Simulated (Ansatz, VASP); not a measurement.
## Two plane-wave programs on GaBTe3

```
CELL_PARAMETERS angstrom
4.60443 0.00000 0.00000
0.00000 4.60443 0.00000
0.00000 0.00000 8.61837
ATOMIC_POSITIONS crystal
Ga 0.00000 0.00000 0.86937
B 0.00000 0.00000 0.26327
Te 0.00000 0.50000 0.13616
Te 0.50000 0.00000 0.13616
Te 0.00000 0.00000 0.51216
```

Alike in both runs: functional PBE; k mesh 4 × 4 × 4; occupations gaussian, width 0.1 eV; no spin polarisation.

Ansatz relaxed the structure, and its values are those at the end. VASP's run is a single point on that final structure, the one shown.

|  | VASP | Ansatz |
| --- | --- | --- |
| version | VASP 6.6.1 | Ansatz 0.2.0 |
| potentials or method | VASP PAW PBE potentials, release 64 (Ga_d, B, Te), cutoff 520 eV | scalar-relativistic, plane waves, PAW |
| valence electrons in the cell | 34 | 64 |

Ansatz gave:

| Property | Result |
| --- | --- |
| gap on the k mesh at the Fermi level (eV) | none |
| pressure (GPa) | -0.1 |
| rms of the force components (eV/Å) | 0.010 |

Estimate VASP's values.

gap on the k mesh at the Fermi level (eV): none; pressure (GPa): -0.1; rms of the force components (eV/Å): 0.007.

A gap of «none» marks a metal or a gap that the smearing closes. VASP's potentials hold 34 valence electrons a cell and Ansatz's 64, so a difference there can come from the potentials and not from the codes.

Spin-orbit coupling is off throughout.
